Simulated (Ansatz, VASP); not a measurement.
**One calculation of KBr, two programs**

```
K Br
1.0
     0.00000    3.34997    3.34997
     3.34997    0.00000    3.34997
     3.34997    3.34997    0.00000
K Br
1 1
Direct
  0.00000 0.00000 0.00000
  0.50000 0.50000 0.50000
```

Alike in both runs: functional PBE; k mesh 6 × 6 × 6; occupations gaussian, width 0.02 eV; no spin polarisation.

Ansatz relaxed the structure, and its values are those at the end. VASP's run is a single point on that final structure, the one shown.

|  | VASP | Ansatz |
| --- | --- | --- |
| version | VASP 6.6.1 | Ansatz 0.2.0 |
| potentials or method | VASP PAW PBE potentials, release 64 (K_sv, Br), cutoff 500 eV | scalar-relativistic, plane waves, PAW |
| valence electrons in the cell | 16 | 16 |

```csv
,VASP,Ansatz,Ansatz less VASP
gap on the k mesh at the Fermi level (eV),4.32,4.32,+0.001
least direct gap on the mesh (eV),4.32,4.32,+0.001
pressure (GPa),0.1,0.0,-0.03
```

With one functional, cell and mesh, what is left measures potentials, basis and numerics.
